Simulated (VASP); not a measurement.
Wanted: the native input for a VASP 6.6.1 run.

```yaml
Task: single point
Functional: LDA
Potentials_or_basis: VASP PAW LDA potentials, release 64 (In_d, P)
Cutoff: 520 eV
k_mesh: 11 × 11 × 11
Occupations: fermi-dirac, width 0.03 eV
Spin: no spin polarisation
Dipole_correction: no
Further_INCAR_settings: ALGO = Normal; EDIFF = 1e-06; NBANDS = 16
```

The structure of InP lies in POSCAR:

```
InP
1.0
    0.0000000000      2.8550000000      2.8550000000
    2.8550000000      0.0000000000      2.8550000000
    2.8550000000      2.8550000000      0.0000000000
In P
1 1
Direct
    0.0000000000      0.0000000000      0.0000000000
    0.5000000000      0.5000000000      0.5000000000
```

These files were run (other wordings do the same):

INCAR

```
SYSTEM = InP
ALGO     = Normal         ! electronic algorithm
EDIFF    = 1E-6           ! SCF threshold, eV
ENCUT    = 520            ! plane-wave cutoff, eV
GGA      = CA             ! functional
ISIF     = 2              ! what is computed and relaxed
ISMEAR   = -1             ! smearing method
LASPH    = .True.         ! aspherical terms in the spheres
LCHARG   = .False.        ! write CHGCAR
LREAL    = .False.        ! projectors in reciprocal space
LWAVE    = .False.        ! write WAVECAR
NBANDS   = 16             ! bands
NELM     = 80             ! most SCF steps
PREC     = Accurate       ! precision mode
SIGMA    = 0.03           ! smearing width, eV
```

KPOINTS

```
k-points
0
Gamma
  11 11 11
  0 0 0
```

Potentials or basis: VASP PAW LDA potentials, release 64 (In_d, P).

Launch:

```console
$ cat potpaw_LDA.64/In_d/POTCAR potpaw_LDA.64/P/POTCAR > POTCAR
$ mpirun -np 1 vasp_std > vasp.out
```

It gave:

| Quantity | Value |
| --- | --- |
| Pressure | -9.7 GPa |
| Band gap on the k mesh | zero (band 9 reaches 6.07 eV, above the bottom of band 10 at 3.74 eV) |

Caveat: spin-orbit coupling is left out, which moves the levels of the heavy elements.

It took 40 s on 1 thread of AMD EPYC 7R43 64-Core Processor (Zen 3) (shared host), peak memory 0.13 GiB.
